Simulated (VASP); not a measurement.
Write the native input for VASP 6.6.1 that does the following.

| Property | Result |
| --- | --- |
| Task | single point |
| Functional | PBE |
| Potentials or basis | VASP PAW PBE potentials, release 64 (Sc_sv, Al) |
| Cutoff | 520 eV |
| k mesh | 14 × 14 × 14 |
| Occupations | gaussian, width 0.15 eV |
| Spin | no spin polarisation |
| Dipole correction | no |
| Further INCAR settings | ALGO = Fast; EDIFF = 1e-06; NBANDS = 18 |

The structure of ScAl3 lies in POSCAR:

```
ScAl3
1.0
    4.2424066829      0.8026174806      0.8026174806
    0.8026174806      4.2424066829      0.8026174806
    0.8026174806      0.8026174806      4.2424066829
Sc Al
1 3
Direct
    0.0000000000      0.0000000000      0.0000000000
    0.5000000000      0.0000000000      0.5000000000
    0.0000000000      0.5000000000      0.5000000000
    0.5000000000      0.5000000000      0.0000000000
```

This cell differs from its parent crystal: ratio of the length along [111] to the lengths across it x 1.7, volume and fractional coordinates fixed.

The input as run:

INCAR

```
SYSTEM = ScAl3
ALGO = Fast
EDIFF = 1E-6
ENCUT = 520
GGA = PE
ISIF = 2
ISMEAR = 0
LASPH = .TRUE.
LCHARG = .TRUE.
LELF = .TRUE.
LREAL = .FALSE.
LVHAR = .TRUE.
LWAVE = .FALSE.
NBANDS = 18
NELM = 100
PREC = Accurate
SIGMA = 0.15
```

KPOINTS

```
k-points
0
G
  14 14 14
  0 0 0
```

Potentials or basis: VASP PAW PBE potentials, release 64 (Sc_sv, Al).

Command:

```sh
$ cat potpaw_PBE.64/Sc_sv/POTCAR potpaw_PBE.64/Al/POTCAR > POTCAR
$ mpirun -np 1 vasp_std > vasp.out
```

It gave:

The pressure is 37.7 GPa and the band gap on the k mesh is zero (bands 10 and 11 overlap by 0.74 eV).

Caveat: the cell stands under pressure.

It took 9.9 min on 1 thread of Intel(R) Xeon(R) Platinum 8259CL CPU @ 2.50GHz (Skylake/Cascade Lake), with other jobs on the host, peak memory 0.46 GiB.
